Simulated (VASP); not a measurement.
Here is a VASP 6.6.1 calculation.

File POSCAR:

```
SnSe
1.0
    4.2853274191      0.0000000000      0.0000000000
    0.0000000000      4.2853274191      0.0000000000
    0.0000000000      0.0000000000     10.9906921300
Sn Se
2 2
Direct
    0.0000000000      0.5000000000      0.6277708900
    0.5000000000      0.0000000000      0.3722291100
    0.0000000000      0.5000000000      0.3839605100
    0.5000000000      0.0000000000      0.6160394900
```

The input INCAR.step1:

```
PREC     = Accurate       # precision mode
ENCUT    = 520            # plane-wave cutoff, eV
ISMEAR   = -1             # smearing method
SIGMA    = 0.05           # smearing width, eV
LREAL    = F              # projectors in reciprocal space
LASPH    = T              # aspherical terms in the spheres
NELM     = 80             # most SCF steps
NBANDS   = 28             # bands
GGA      = PE             # functional
ALGO     = Normal         # electronic algorithm
EDIFF    = 1E-4           # SCF threshold, eV
LWAVE    = T              # write WAVECAR
LCHARG   = F              # write CHGCAR
```

File INCAR.step2:

```
PREC     = Accurate       # precision mode
ENCUT    = 520            # plane-wave cutoff, eV
EDIFF    = 1E-6           # SCF threshold, eV
ISMEAR   = -1             # smearing method
SIGMA    = 0.05           # smearing width, eV
LREAL    = F              # projectors in reciprocal space
LASPH    = T              # aspherical terms in the spheres
NELM     = 80             # most SCF steps
ALGO     = Normal         # electronic algorithm
ISIF     = 2              # what is computed and relaxed
LWAVE    = F              # write WAVECAR
LCHARG   = F              # write CHGCAR
METAGGA  = R2SCAN         # meta-GGA
LMIXTAU  = T            
NBANDS   = 28             # bands
ISTART   = 1
```

Contents of KPOINTS:

```
Automatic mesh
0
Gamma
  6 6 3
```

Potentials or basis: VASP PAW PBE potentials, release 64 (Sn_d, Se).

Launch:

```bash
$ cat potpaw_PBE.64/Sn_d/POTCAR potpaw_PBE.64/Se/POTCAR > POTCAR
$ cp INCAR.step1 INCAR
$ mpirun -np 1 vasp_std > vasp.out
$ cp INCAR.step2 INCAR
$ mpirun -np 1 vasp_std > vasp.out
```

Task: Predict the largest force.

Result: 0.016 eV/Å.

Task: Estimate the band gap on the k mesh.

Result: 1.77 eV, direct.

Forces on the atoms (eV/Å):
```
Sn   0.000  0.000  0.016
Sn   0.000  0.000 -0.016
Se   0.000  0.000  0.000
Se   0.000  0.000  0.000
```

Caveat: the PAW data sets were made with another functional, which shifts forces and pressure a little; spin-orbit coupling is left out, which moves the levels of the heavy elements.
